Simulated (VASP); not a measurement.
Set up this calculation in VASP 6.6.1, as the native input.

* Task: relaxation of cell and atoms
* Functional: PBEsol
* Potentials or basis: VASP PAW PBE potentials, release 64 (Au)
* Cutoff: 600 eV
* k mesh: 18 × 18 × 18
* Occupations: gaussian, width 0.1 eV
* Spin: no spin polarisation
* Dipole correction: no
* Further INCAR settings: ALGO = Fast; EDIFF = 1e-06; IBRION = 2; EDIFFG = -0.002; NSW = 100; ISIF = 3

The structure of Au lies in POSCAR:

```
Au
1.0
    0.0000000000      2.0585000000      2.0585000000
    2.0585000000      0.0000000000      2.0585000000
    2.0585000000      2.0585000000      0.0000000000
Au
1
Direct
    0.0000000000      0.0000000000      0.0000000000
```

The input as run:

INCAR

```
ALGO     = Fast           # electronic algorithm
EDIFF    = 1E-6           # SCF threshold, eV
EDIFFG   = -0.002         # ionic threshold
ENCUT    = 600            # plane-wave cutoff, eV
GGA      = PS             # functional
IBRION   = 2              # ionic algorithm
ISIF     = 3              # what is computed and relaxed
ISMEAR   = 0              # smearing method
LASPH    = True           # aspherical terms in the spheres
LCHARG   = False          # write CHGCAR
LREAL    = False          # projectors in reciprocal space
LWAVE    = False          # write WAVECAR
NELM     = 100            # most SCF steps
NSW      = 100            # ionic steps
PREC     = Accurate       # precision mode
SIGMA    = 0.1            # smearing width, eV
```

KPOINTS

```
k-points
0
Gamma
  18 18 18
```

Potentials or basis: VASP PAW PBE potentials, release 64 (Au).

Launch:

```sh
$ cat potpaw_PBE.64/Au/POTCAR > POTCAR
$ mpirun -np 1 vasp_std > vasp.out
```

Results of the run:

```json
{
 "Relaxed volume": "17.01 Å³/atom",
 "Relaxed cell": "a = 2.887 Å, b = 2.887 Å, c = 2.887 Å, α = 60.00°, β = 60.00°, γ = 60.00°",
 "Space group after relaxing (to 0.05 Å)": "Fm-3m (No. 225)",
 "Energy gained by relaxing": "5.9 meV/atom",
 "Ionic steps": "8",
 "Pressure after relaxing": "0.0 GPa"
}
```

Caveat: the PAW data sets were made with another functional, which shifts forces and pressure a little.

Wall time 3.2 min on 1 thread of AMD EPYC 7R43 64-Core Processor (Zen 3), on a shared host, peak memory 0.14 GiB.
